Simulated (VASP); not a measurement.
# Te (P4/mmm) in VASP: notebook, part 2 of 2

VASP 6.6.1. Earlier steps stand in the parts before.

### 3 Relaxation of shape and atoms at fixed volume, PBE (28.85 Å³/atom)

This run uses another cell than the first one, of 28.85 Å³/atom.

File INCAR:

```
PREC     = Accurate       # precision mode
ENCUT    = 600            # plane-wave cutoff, eV
EDIFF    = 1E-7           # SCF threshold, eV
ISMEAR   = 0              # smearing method
SIGMA    = 0.1            # smearing width, eV
LREAL    = False          # projectors in reciprocal space
LASPH    = True           # aspherical terms in the spheres
NELM     = 60             # most SCF steps
ALGO     = Normal         # electronic algorithm
ISIF     = 4              # what is computed and relaxed
LWAVE    = False          # write WAVECAR
LCHARG   = False          # write CHGCAR
GGA      = PE             # functional
IBRION   = 2              # ionic algorithm
NSW      = 50             # ionic steps
EDIFFG   = -0.01          # ionic threshold
```

File KPOINTS:

```
Automatic mesh
0
Gamma
  16 16 18
```

File POSCAR:

```
Te
1.0
    3.0761954334      0.0000000000      0.0000000000
    0.0000000000      3.0761954334      0.0000000000
    0.0000000000      0.0000000000      3.0484601844
Te
1
Direct
    0.5000000000      0.5000000000      0.5000000000
```

Potentials or basis: VASP PAW PBE potentials, release 64 (Te).

The run is started by

```sh
cat potpaw_PBE.64/Te/POTCAR > POTCAR
mpirun -np 1 vasp_std > vasp.out
```

OUTCAR:

```text
PREC = Accurate
   ENCUT = 600
   EDIFF = 1E-7
   ISMEAR = 0
   LREAL = False
   LASPH = True
   NELM = 60
   ISIF = 4
   GGA = PE
   IBRION = 2
   NSW = 50
   EDIFFG = -0.01

 ion  position               nearest neighbor table
   1  0.500  0.500  0.500-

  LATTYP: Found a simple tetragonal cell.
 ALAT       =     3.0761954334
 C/A-ratio  =     0.9909839119

  Lattice vectors:

 A1 = (   3.0761954334,   0.0000000000,   0.0000000000)
 A2 = (   0.0000000000,   3.0761954334,   0.0000000000)
 A3 = (   0.0000000000,   0.0000000000,   3.0484601844)

Analysis of symmetry for initial positions (statically):
=====================================================================
 Subroutine PRICEL returns:
 Original cell was already a primitive cell.

 Routine SETGRP: Setting up the symmetry group for a
 simple tetragonal supercell.

 Subroutine GETGRP returns: Found 16 space group operations
 (whereof 16 operations were pure point group operations)
 out of a pool of 16 trial point group operations.

The static configuration has the point symmetry D_4h.

Analysis of symmetry for dynamics (positions and initial velocities):
=====================================================================
 Subroutine PRICEL returns:
 Original cell was already a primitive cell.

 Routine SETGRP: Setting up the symmetry group for a
 simple tetragonal supercell.

 Subroutine GETGRP returns: Found 16 space group operations
 (whereof 16 operations were pure point group operations)
[... 164 lines left out ...]
  energy-cutoff  :      600.00
  volume of cell :       28.85
      direct lattice vectors                 reciprocal lattice vectors
     3.076195433  0.000000000  0.000000000     0.325076876  0.000000000  0.000000000
     0.000000000  3.076195433  0.000000000     0.000000000  0.325076876  0.000000000
     0.000000000  0.000000000  3.048460184     0.000000000  0.000000000  0.328034463

 POSITION                                       TOTAL-FORCE (eV/Angst)
 -----------------------------------------------------------------------------------
      1.53810      1.53810      1.52423         0.000000      0.000000      0.000000
 -----------------------------------------------------------------------------------
    total drift:                               -0.000000      0.000000      0.000000

  FREE ENERGIE OF THE ION-ELECTRON SYSTEM (eV)
  ---------------------------------------------------
  free  energy   TOTEN  =        -3.0080659228 eV

  energy  without entropy=       -3.0054341559  energy(sigma->0) =       -3.00675004

--------------------------------------- Ionic step        2  -------------------------------------------

 number of electron       6.0000001 magnetization

 Free energy of the ion-electron system (eV)
  ---------------------------------------------------
  ext. energy  EPLUGINS =         0.00000000
  ---------------------------------------------------
  free energy    TOTEN  =        -3.00808854 eV

  energy without entropy =       -3.00545485  energy(sigma->0) =       -3.00677169

 E-fermi :   8.1694     XC(G=0):  -9.8321

 val. band max:        8.1609906384   @ k =   0.4375   0.3125   0.2222
 cond. band min:       8.1827292366   @ k =   0.3125   0.1875   0.1667
 fundamental gap:      0.0217385982
 Fermi energy:         8.1693903053

 k-point     1 :       0.0000    0.0000    0.0000
  band No.  band energies     occupation
      1      -6.4658      2.00000
      2       9.4395      0.00000
      3       9.4395      0.00000
      4       9.6346      0.00000
      5      14.0194      0.00000
      6      14.0869      0.00000
      7      15.2044      0.00000
[... 221 lines left out ...]
 k-point    24 :       0.5000    0.1250    0.0000
  band No.  band energies     occupation
      1      -4.1528      2.00000
      2       1.4113      2.00000
      3       9.2702      0.00000
      4      11.5155      0.00000
      5      15.3590      0.00000
      6      17.0189      0.00000
      7      19.0493      0.00000

 [... further k-points ...]
[... 5 lines left out ...]
  --------------------------------------------------------------------------------------
  -------------------------------------------------------------------------------------
  Total        1.5495090      1.5495090      1.5569248      0.0000000      0.0000000      0.0000000
  in kB       86.0590021     86.0590021     86.4708710      0.0000000      0.0000000      0.0000000
  external PRESSURE =      86.1962918 kB  Pullay stress =       0.0000000 kB

 VOLUME and BASIS-vectors are now :
 -----------------------------------------------------------------------------
  energy-cutoff  :      600.00
  volume of cell :       28.85
      direct lattice vectors                 reciprocal lattice vectors
     3.074531873  0.000000000  0.000000000     0.325252767  0.000000000  0.000000000
     0.000000000  3.074531873  0.000000000     0.000000000  0.325252767  0.000000000
    -0.000000000 -0.000000000  3.051759984     0.000000000  0.000000000  0.327679767

 POSITION                                       TOTAL-FORCE (eV/Angst)
 -----------------------------------------------------------------------------------
      1.53727      1.53727      1.52588        -0.000000     -0.000000      0.000000
 -----------------------------------------------------------------------------------
    total drift:                               -0.000000      0.000000      0.000000

  FREE ENERGIE OF THE ION-ELECTRON SYSTEM (eV)
  ---------------------------------------------------
  free  energy   TOTEN  =        -3.0080885351 eV

  energy  without entropy=       -3.0054548482  energy(sigma->0) =       -3.00677169

 reached required accuracy - stopping structural energy minimisation
```

Wall time 2.9 min (1 thread of Intel Xeon 8259CL, shared host); peak memory 0.25 GiB.

What came out:

| Item | Value |
| --- | --- |
| Free energy | -3.0081 eV |
| Energy gained by relaxing | 0.0 meV/atom |
| Ionic steps | 2 |
| Pressure after relaxing | 8.6 GPa |
| Band gap on the k mesh | zero (bands 3 and 4 overlap by 6.41 eV) |

Final structure:
```xyz
1
Lattice="3.0745 0.0000 0.0000 0.0000 3.0745 0.0000 0.0000 0.0000 3.0518" Properties=species:S:1:pos:R:3 pbc="T T T"
Te    1.5373    1.5373    1.5259
```

Levels at points of the mesh, in eV from the Fermi level:
```
           k point  band 1  band 2  band 3  band 4  band 5  band 6
(0.00, 0.00, 0.00)  -14.64    1.27    1.27    1.47    5.85    5.92
(0.50, 0.00, 0.00)  -12.54   -6.96    2.95    3.15    7.89    9.90
(0.50, 0.50, 0.00)  -10.35   -5.13   -5.13    1.49    4.81   11.67
(0.00, 0.00, 0.50)  -12.44   -7.00    3.03    3.03    7.92    9.79
(0.50, 0.00, 0.50)  -10.24   -5.19   -5.06    1.49    4.69   11.62
(0.50, 0.50, 0.50)   -7.86   -3.52   -3.38   -3.38    4.01    4.01
```

Caveat: spin-orbit coupling is left out, which moves the levels of the heavy elements.

### 4 Relaxation of shape and atoms at fixed volume, PBE (29.83 Å³/atom)

This run uses another cell than the first one, of 29.83 Å³/atom.

File INCAR:

```
PREC = Accurate
ENCUT = 600
EDIFF = 1E-6
ISMEAR = 0
SIGMA = 0.1
LREAL = False
LASPH = True
NELM = 60
ALGO = Normal
ISIF = 4
LWAVE = False
LCHARG = False
GGA = PE
IBRION = 2
NSW = 50
EDIFFG = -0.01
```

KPOINTS is that of step 3.

File POSCAR:

```
Te
1.0
    3.1125706774      0.0000000000      0.0000000000
    0.0000000000      3.1125706774      0.0000000000
    0.0000000000      0.0000000000      3.0791344304
Te
1
Direct
    0.5000000000      0.5000000000      0.5000000000
```

The run is started by

```sh
cat potpaw_PBE.64/Te/POTCAR > POTCAR
mpirun -np 1 vasp_std > vasp.out
```

Run time: 3.2 min. Hardware: 1 thread of Intel Xeon 8259CL, shared host; peak memory 0.25 GiB.

The run converged. Its results:

```
Free energy               : -3.0523 eV
Energy gained by relaxing : 0.0 meV/atom
Ionic steps               : 2
Pressure after relaxing   : 5.9 GPa
Band gap on the k mesh    : zero (bands 3 and 4 overlap by 6.13 eV)
```

Final structure:
```
Te
1.0
     3.11071    0.00000    0.00000
     0.00000    3.11071    0.00000
     0.00000    0.00000    3.08282
Te
1
Cartesian
  1.5554 1.5554 1.5414
```

Levels at points of the mesh, in eV from the Fermi level:
| k point | band 1 | band 2 | band 3 | band 4 | band 5 | band 6 |
| --- | --- | --- | --- | --- | --- | --- |
| (0.00, 0.00, 0.00) | -14.34 | 1.23 | 1.23 | 1.45 | 5.89 | 5.97 |
| (0.50, 0.00, 0.00) | -12.36 | -6.66 | 2.81 | 3.04 | 7.87 | 9.88 |
| (0.50, 0.50, 0.00) | -10.31 | -4.92 | -4.92 | 1.69 | 4.58 | 11.46 |
| (0.00, 0.00, 0.50) | -12.25 | -6.72 | 2.89 | 2.89 | 7.90 | 9.75 |
| (0.50, 0.00, 0.50) | -10.19 | -4.99 | -4.84 | 1.69 | 4.44 | 11.40 |
| (0.50, 0.50, 0.50) | -7.98 | -3.40 | -3.24 | -3.24 | 4.13 | 4.13 |

Caveat: spin-orbit coupling is left out, which moves the levels of the heavy elements.

### 5 Relaxation of shape and atoms at fixed volume, PBE (30.81 Å³/atom)

This run uses another cell than the first one, of 30.81 Å³/atom.

File INCAR:

```
ALGO = Normal
EDIFF = 1E-6
EDIFFG = -0.01
ENCUT = 600
GGA = PE
IBRION = 2
ISIF = 4
ISMEAR = 0
LASPH = T
LCHARG = F
LREAL = F
LWAVE = F
NELM = 60
NSW = 50
PREC = Accurate
SIGMA = 0.1
```

File KPOINTS:

```
k-points
0
Gamma
  16 16 18
```

File POSCAR:

```
Te
1.0
    3.1483257380      0.0000000000      0.0000000000
    0.0000000000      3.1483257380      0.0000000000
    0.0000000000      0.0000000000      3.1088103935
Te
1
Direct
    0.5000000000      0.5000000000      0.5000000000
```

The run is started by

```sh
cat potpaw_PBE.64/Te/POTCAR > POTCAR
mpirun -np 1 vasp_std > vasp.out
```

Run time: 3.3 min. Hardware: 1 thread of Intel Xeon 8259CL, shared host; peak memory 0.26 GiB.

The run converged. Its results:

* Free energy: -3.0810 eV
* Energy gained by relaxing: 0.0 meV/atom
* Ionic steps: 2
* Pressure after relaxing: 3.6 GPa
* Band gap on the k mesh: zero (bands 3 and 4 overlap by 5.87 eV)

Final structure:
```
Te
1.0
     3.14628    0.00000    0.00000
     0.00000    3.14628    0.00000
     0.00000    0.00000    3.11286
Te
1
Direct
  0.50000 0.50000 0.50000
```

Levels at points of the mesh, in eV from the Fermi level:
| k point | band 1 | band 2 | band 3 | band 4 | band 5 | band 6 | band 7 |
| --- | --- | --- | --- | --- | --- | --- | --- |
| (0.00, 0.00, 0.00) | -14.06 | 1.18 | 1.18 | 1.44 | 5.93 | 6.01 | 6.78 |
| (0.50, 0.00, 0.00) | -12.20 | -6.39 | 2.67 | 2.93 | 7.85 | 9.82 | 9.86 |
| (0.50, 0.50, 0.00) | -10.28 | -4.72 | -4.72 | 1.87 | 4.37 | 11.25 | 12.69 |
| (0.00, 0.00, 0.50) | -12.07 | -6.45 | 2.77 | 2.77 | 7.89 | 9.71 | 9.80 |
| (0.50, 0.00, 0.50) | -10.14 | -4.80 | -4.63 | 1.88 | 4.21 | 11.18 | 12.47 |
| (0.50, 0.50, 0.50) | -8.09 | -3.29 | -3.10 | -3.10 | 4.24 | 4.24 | 4.35 |

Caveat: spin-orbit coupling is left out, which moves the levels of the heavy elements.

### 6 The runs side by side

| task | cell | cutoff (eV) | gap on the mesh (eV) | pressure (GPa) |
| --- | --- | --- | --- | --- |
| single point | a = 3.279, b = 3.279, c = 3.233 Å, 1 atom | 520 | none | -2.6 |
| relaxation of shape and atoms at fixed volume | relaxed from a = 3.076, b = 3.076, c = 3.048 Å, 1 atom | 600 | none | 8.6 |
| relaxation of shape and atoms at fixed volume | relaxed from a = 3.113, b = 3.113, c = 3.079 Å, 1 atom | 600 | none | 5.9 |
| relaxation of shape and atoms at fixed volume | relaxed from a = 3.148, b = 3.148, c = 3.109 Å, 1 atom | 600 | none | 3.6 |

Alike in all rows: level PBE; potentials or basis VASP PAW PBE potentials, release 64 (Te); no spin polarisation; k mesh 16 × 16 × 18; smearing gaussian 0.1 eV.

Caveats: spin-orbit coupling is left out, which moves the levels of the heavy elements.

Absolute energies hang on the potentials; compare differences alone.
